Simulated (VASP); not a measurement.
Input of a VASP 6.6.1 run:

File INCAR:

```
SYSTEM = Cd3TeSe2
ALGO = Normal ; EDIFF = 1E-6
EDIFFG = -0.04 ; ENCUT = 600
GGA = PE ; IBRION = 2
ISIF = 3 ; ISMEAR = 0
LASPH = .True. ; LCHARG = .False.
LREAL = .False. ; LWAVE = .False.
NELM = 80 ; NSW = 90
PREC = Accurate ; SIGMA = 0.1
```

File KPOINTS:

```
k-points
0
Gamma
  6 6 2
  0 0 0
```

POSCAR

```
Cd3TeSe2
1.0
    4.2520161100      0.0000000000      0.0000000000
   -2.1260080600      3.6823539700      0.0000000000
    0.0000000000      0.0000000000     10.4152698500
Cd Te Se
3 1 2
Direct
    0.0000000000      0.0000000000      0.0000000000
    0.6666666700      0.3333333300      0.3333333300
    0.3333333300      0.6666666700      0.6666666700
    0.0000000000      0.0000000000      0.7500000000
    0.6666666700      0.3333333300      0.0833333300
    0.3333333300      0.6666666700      0.4166666700
```

Potentials or basis: VASP PAW PBE potentials, release 64 (Cd, Te, Se).

The run is started by

```bash
$ cat potpaw_PBE.64/Cd/POTCAR potpaw_PBE.64/Te/POTCAR potpaw_PBE.64/Se/POTCAR > POTCAR
$ mpirun -np 1 vasp_std > vasp.out
```

Estimate the relaxed volume.

31.94 Å³/atom.

Estimate the band gap on the k mesh.

0.09 eV.

What does it give for the space group after relaxing (to 0.1 Å)?

P3m1 (No. 156).

Estimate the relaxed cell.

a = 4.487 Å, b = 4.487 Å, c = 10.988 Å, α = 90.00°, β = 90.00°, γ = 120.00°.

Forces in eV/Å, atoms in the order of the input:
```
Cd   0.000  0.000 -0.013
Cd   0.000  0.000  0.008
Cd   0.000  0.000 -0.003
Te   0.000  0.000  0.003
Se   0.000  0.000  0.000
Se   0.000  0.000  0.005
```

Caveat: the volume moved by over 15 % at a fixed basis, so the end points are rough; semilocal functionals underestimate gaps, and a narrow one can read as zero; spin-orbit coupling is left out, which moves the levels of the heavy elements.
